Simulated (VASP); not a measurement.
# Pt (P6_3/mmc) in VASP: notebook

The runs below take Pt through single point, with revPBE.

All numbers are computed with VASP 6.6.1; they aren't measurements. Logs are shortened: lines on timing, memory, paths and dates and some standing lists are left out, and cuts for length are marked.

## (1) The cell of the first run

The structure is hexagonal, space group P6_3/mmc (No. 194). Conventional cell: a = 2.910 Å, b = 2.910 Å, c = 9.719 Å, α = 90.00°, β = 90.00°, γ = 120.00°. Within 3.8 Å of Pt (site symmetry -3m) lie 12 Pt at 2.91 to 2.95 Å. Pt (site symmetry -6m2) has 12 Pt at 2.91 to 2.95 Å within 3.8 Å.

## (2) Single point, revPBE (volume scaled by 1.12)

INCAR

```
SYSTEM = Pt
  PREC = Accurate
  ENCUT = 520
  EDIFF = 1E-6
  ISMEAR = -1
  SIGMA = 0.1
  LREAL = .False.
  LASPH = .True.
  NELM = 80
  ALGO = Normal
  ISIF = 2
  LWAVE = .False.
  LCHARG = .False.
  GGA = RE
  NBANDS = 28
```

KPOINTS

```
Automatic mesh
0
Gamma
  15 15 4
  0 0 0
```

POSCAR

```
Pt
1.0
    2.9099866614      0.0000000000      0.0000000000
   -1.4549933307      2.5201223735      0.0000000000
    0.0000000000      0.0000000000      9.7188893106
Pt
4
Direct
    1.0000000000      1.0000000000      0.0000000000
    1.0000000000      1.0000000000      0.5000000000
    0.3333333333      0.6666666667      0.2500000000
    0.6666666667      0.3333333333      0.7500000000
```

Potentials or basis: VASP PAW PBE potentials, release 64 (Pt).

On the command line:

```
> cat potpaw_PBE.64/Pt/POTCAR > POTCAR
> mpirun -np 1 vasp_std > vasp.out
```

OUTCAR:

```text
SYSTEM = Pt
   PREC = Accurate
   ENCUT = 520
   EDIFF = 1E-6
   ISMEAR = -1
   LREAL = .False.
   LASPH = .True.
   NELM = 80
   ISIF = 2
   GGA = RE

 ion  position               nearest neighbor table
   1  0.000  0.000  0.000-   3 2.95   4 2.95   4 2.95   3 2.95   4 2.95   3 2.95
   2  0.000  0.000  0.500-   3 2.95   4 2.95   4 2.95   3 2.95   4 2.95   3 2.95
   3  0.333  0.667  0.250-   1 2.95   2 2.95   1 2.95   2 2.95   1 2.95   2 2.95
   4  0.667  0.333  0.750-   1 2.95   2 2.95   1 2.95   2 2.95   1 2.95   2 2.95

  LATTYP: Found a hexagonal cell.
 ALAT       =     2.9099866614
 C/A-ratio  =     3.3398398142

  Lattice vectors:

 A1 = (   2.9099866614,   0.0000000000,   0.0000000000)
 A2 = (  -1.4549933307,   2.5201223735,   0.0000000000)
 A3 = (   0.0000000000,   0.0000000000,   9.7188893106)

Analysis of symmetry for initial positions (statically):
=====================================================================
 Subroutine PRICEL returns:
 Original cell was already a primitive cell.

 Routine SETGRP: Setting up the symmetry group for a
 hexagonal supercell.

 Subroutine GETGRP returns: Found 24 space group operations
 (whereof 12 operations were pure point group operations)
 out of a pool of 24 trial point group operations.

The static configuration has the point symmetry D_3d.
 The point group associated with its full space group is D_6h.

Analysis of symmetry for dynamics (positions and initial velocities):
=====================================================================
 Subroutine PRICEL returns:
 Original cell was already a primitive cell.

 Routine SETGRP: Setting up the symmetry group for a
 hexagonal supercell.

 Subroutine GETGRP returns: Found 24 space group operations
 (whereof 12 operations were pure point group operations)
 out of a pool of 24 trial point group operations.

The dynamic configuration has the point symmetry D_3d.
 The point group associated with its full space group is D_6h.

 Subroutine INISYM returns: Found 24 space group operations
 (whereof 12 operations are pure point group operations),
 and found     1 'primitive' translations

----------------------------------------------------------------------------------------

                                     Primitive cell

  volume of cell :      71.2737

  direct lattice vectors                    reciprocal lattice vectors
[... 83 lines left out ...]
   ISTART =      0    job   : 0-new  1-cont  2-samecut
   ICHARG =      2    charge: 1-file 2-atom 10-const
   ISPIN  =      1    spin polarized calculation?
   LNONCOLLINEAR =      F non collinear calculations
   LSORBIT =      F    spin-orbit coupling
   LASPH  =      T    aspherical Exc in radial PAW
   ENCUT  =  520.0 eV  38.22 Ry    6.18 a.u.   5.41  5.41 18.07*2*pi/ulx,y,z
   NELM   =     80;   NELMIN=  2; NELMDL= -5     # of ELM steps
   EDIFF  = 0.1E-05   stopping-criterion for ELM
   LREAL  =      F    real-space projection
   EDIFFG = 0.1E-04   stopping-criterion for IOM
   NSW    =      0    number of steps for IOM
   IBRION =     -1    ionic relax: 0-MD 1-quasi-New 2-CG
   NFREE  =      0    steps in history (QN), initial steepest desc. (CG)
   ISIF   =      2    stress and relaxation
   ISYM   =      2    0-nonsym 1-usesym 2-fastsym
   POTIM  = 0.5000    time-step for ionic-motion
   TEBEG  =    0.0;   TEEND  =   0.0 temperature during run
   PSTRESS=    0.0 pullay stress
   NELECT =      40.0000    total number of electrons
   NUPDOWN=      -1.0000    fix difference up-down
   EMIN   =  10.00;   EMAX   =-10.00  energy-range for DOS
   EFERMI =   0.00;   METHOD = LEGACY
   ISMEAR =    -1;   SIGMA  =   0.10  broadening in eV -4-tet -1-fermi 0-gaus
   EFERMI_NEDOS =   21; number of points for ismear=-14 and -15
   IALGO  =     38    algorithm
   IMIX   =      4    mixing-type and parameters
     AMIX     =   0.40;   BMIX     =  1.00
     AMIX_MAG =   1.60;   BMIX_MAG =  1.00
  volume/ion in A,a.u.               =      17.82       120.24
  Fermi-wavevector in a.u.,A,eV,Ry     =   1.350367  2.551823 24.810093  1.823490
  Thomas-Fermi vector in A             =   2.477877
   LORBIT       =      0    0 simple, 1 ext, 2 COOP (PROOUT), +10 PAW based schemes
   GGA     = RE    functional components
   LHFCALC =     F    Hartree Fock is set to
   AEXX    =    0.0000 exact exchange contribution
   IVDW    =     0    specifies the selected vdW correction
   LEPSILON=     F    determine dielectric tensor
   LRPA    =     F    only Hartree local field effects (RPA)
 non-spin polarized calculation
  energy-cutoff  :      520.00
  volume of cell :       71.27
 maximum number of plane-waves:      1980
 NGX is ok and might be reduce to    24
   NGX = 11   NGY = 11   NGZ = 37

 number of electron      39.9999998 magnetization

 Free energy of the ion-electron system (eV)
  ---------------------------------------------------
  ext. energy  EPLUGINS =         0.00000000
  ---------------------------------------------------
  free energy    TOTEN  =       -21.79074610 eV

  energy without entropy =      -21.51840948  energy(sigma->0) =      -21.65457779

 E-fermi :   8.4134     XC(G=0): -12.4527

 val. band max:        8.4015903532   @ k =   0.4667   0.0667   0.0000
 cond. band min:       8.4142118064   @ k =   0.4667   0.0667   0.2500
 fundamental gap:      0.0126214532
 Fermi energy:         8.4133705766

 k-point     1 :       0.0000    0.0000    0.0000
  band No.  band energies     occupation
      1      -0.0454      2.00000
      2       1.6713      2.00000
      3       1.6754      2.00000
      4       2.6001      2.00000
      5       5.2332      2.00000
      6       5.2740      2.00000
[... 733 lines left out ...]
     27      15.6048      0.00000
     28      16.8164      0.00000

 [... further k-points ...]
[... 5 lines left out ...]
  --------------------------------------------------------------------------------------
  -------------------------------------------------------------------------------------
  Total       -8.7459271     -8.7459271     -8.3072195      0.0000000      0.0000000      0.0000000
  in kB     -196.6016557   -196.6016557   -186.7398487      0.0000000      0.0000000      0.0000000
  external PRESSURE =    -193.3143867 kB  Pullay stress =       0.0000000 kB

 VOLUME and BASIS-vectors are now :
 -----------------------------------------------------------------------------
  energy-cutoff  :      520.00
  volume of cell :       71.27
      direct lattice vectors                 reciprocal lattice vectors
     2.909986661  0.000000000  0.000000000     0.343644187  0.198403064  0.000000000
    -1.454993331  2.520122374  0.000000000     0.000000000  0.396806128  0.000000000
     0.000000000  0.000000000  9.718889311     0.000000000  0.000000000  0.102892416

 POSITION                                       TOTAL-FORCE (eV/Angst)
 -----------------------------------------------------------------------------------
      0.00000      0.00000      0.00000         0.000000      0.000000      0.000000
      0.00000      0.00000      4.85944         0.000000      0.000000      0.000000
     -0.00000      1.68008      2.42972        -0.000000     -0.000000     -0.000000
      1.45499      0.84004      7.28917         0.000000     -0.000000      0.000000
 -----------------------------------------------------------------------------------
    total drift:                               -0.000000      0.000000      0.000000

  FREE ENERGIE OF THE ION-ELECTRON SYSTEM (eV)
  ---------------------------------------------------
  free  energy   TOTEN  =       -21.7907461034 eV

  energy  without entropy=      -21.5184094756  energy(sigma->0) =      -21.65457779
```

OSZICAR:

```text
N       E                     dE             d eps       ncg     rms          rms(c)
DAV:   1     0.235948779650E+03    0.23595E+03   -0.20094E+04  4544   0.135E+03
DAV:   2    -0.158704584638E+02   -0.25182E+03   -0.23980E+03  5080   0.293E+02
DAV:   3    -0.230618510673E+02   -0.71914E+01   -0.69844E+01  5180   0.463E+01
DAV:   4    -0.231356517828E+02   -0.73801E-01   -0.73615E-01  4992   0.473E+00
DAV:   5    -0.231364369904E+02   -0.78521E-03   -0.78517E-03  4932   0.543E-01    0.157E+01
DAV:   6    -0.218678760687E+02    0.12686E+01   -0.29594E+00  4816   0.115E+01    0.875E+00
DAV:   7    -0.218273588051E+02    0.40517E-01   -0.54205E-01  5012   0.449E+00    0.419E+00
DAV:   8    -0.220363250534E+02   -0.20897E+00   -0.22934E+00  4716   0.885E+00    0.541E+00
DAV:   9    -0.217917356240E+02    0.24459E+00   -0.85033E-01  4724   0.613E+00    0.854E-01
DAV:  10    -0.217907570710E+02    0.97855E-03   -0.14925E-02  4960   0.763E-01    0.177E-01
DAV:  11    -0.217907332874E+02    0.23784E-04   -0.17089E-04  4932   0.900E-02    0.677E-02
DAV:  12    -0.217907462148E+02   -0.12927E-04   -0.19009E-05  5048   0.241E-02    0.220E-02
DAV:  13    -0.217907461088E+02    0.10603E-06   -0.10472E-05  4888   0.198E-02    0.324E-03
DAV:  14    -0.217907461034E+02    0.53874E-08   -0.32798E-07  2572   0.329E-03
   1 F= -.21790746E+02 E0= -.21654578E+02  d E =-.272337E+00
```

stdout:

```text
POSCAR found type information on POSCAR Pt
 POSCAR found :  1 types and       4 ions
 scaLAPACK will be used
 -----------------------------------------------------------------------------
|                                                                             |
|                                                                             |
|     You enforced a specific xc type in the INCAR file but a different       |
|     I HOPE YOU KNOW WHAT YOU ARE DOING!                                     |
|                                                                             |
 -----------------------------------------------------------------------------

 LDA part: xc-table for (Slater+PW92), standard interpolation
 POSCAR, INCAR and KPOINTS ok, starting setup
 FFT: planning ... GRIDC
 FFT: planning ... GRID_SOFT
 FFT: planning ... GRID
 WAVECAR not read
 entering main loop
```

It took 96 s on 1 thread of AMD EPYC 9R45 (Zen 5), shared host; peak memory 0.23 GiB.

Results:

* Free energy: -21.7907 eV
* Pressure: -19.3 GPa
* Band gap on the k mesh: zero (band 20 reaches 8.67 eV, above the bottom of band 21 at 7.66 eV)

Caveat: the cell differs from its parent crystal (volume scaled by 1.12); the PAW data sets were made with another functional, which shifts forces and pressure a little; spin-orbit coupling is left out, which moves the levels of the heavy elements.

## (3) Single point, revPBE

This run uses another cell than the first one, of 15.91 Å³/atom, 0.893 times its volume.

INCAR

```
ALGO = Normal
EDIFF = 1E-7
ENCUT = 520
GGA = RE
ISIF = 2
ISMEAR = -1
LASPH = T
LCHARG = F
LREAL = F
LWAVE = F
NBANDS = 28
NELM = 100
PREC = Accurate
SIGMA = 0.1
```

KPOINTS

```
k-points
0
Gamma
  17 17 5
```

POSCAR

```
Pt
1.0
    2.8021087789      0.0000000000      0.0000000000
   -1.4010543895      2.4266973867      0.0000000000
    0.0000000000      0.0000000000      9.3585944634
Pt
4
Direct
    1.0000000000      1.0000000000      0.0000000000
    1.0000000000      1.0000000000      0.5000000000
    0.3333333333      0.6666666667      0.2500000000
    0.6666666667      0.3333333333      0.7500000000
```

Potentials or basis: VASP PAW PBE potentials, release 64 (Pt).

On the command line:

```
> cat potpaw_PBE.64/Pt/POTCAR > POTCAR
> mpirun -np 1 vasp_std > vasp.out
```

Run time: 2.2 min. Hardware: 1 thread of AMD EPYC 9R45 (Zen 5), shared host; peak memory 0.24 GiB.

It converged, with:

* Free energy: -22.3232 eV
* Pressure: -0.6 GPa
* Band gap on the k mesh: zero (band 20 reaches 10.67 eV, above the bottom of band 21 at 9.45 eV)

Stress tensor (GPa, compression positive):
```
-0.61  0.00  0.00
 0.00 -0.61  0.00
 0.00  0.00 -0.45
```

Levels at points of the mesh, in eV from the Fermi level:
| k point | band 17 | band 18 | band 19 | band 20 | band 21 | band 22 | band 23 | band 24 |
| --- | --- | --- | --- | --- | --- | --- | --- | --- |
| (0.00, 0.00, 0.00) | -1.82 | -1.26 | -1.26 | -0.85 | -0.85 | -0.42 | -0.13 | -0.13 |

Caveat: the PAW data sets were made with another functional, which shifts forces and pressure a little; spin-orbit coupling is left out, which moves the levels of the heavy elements.
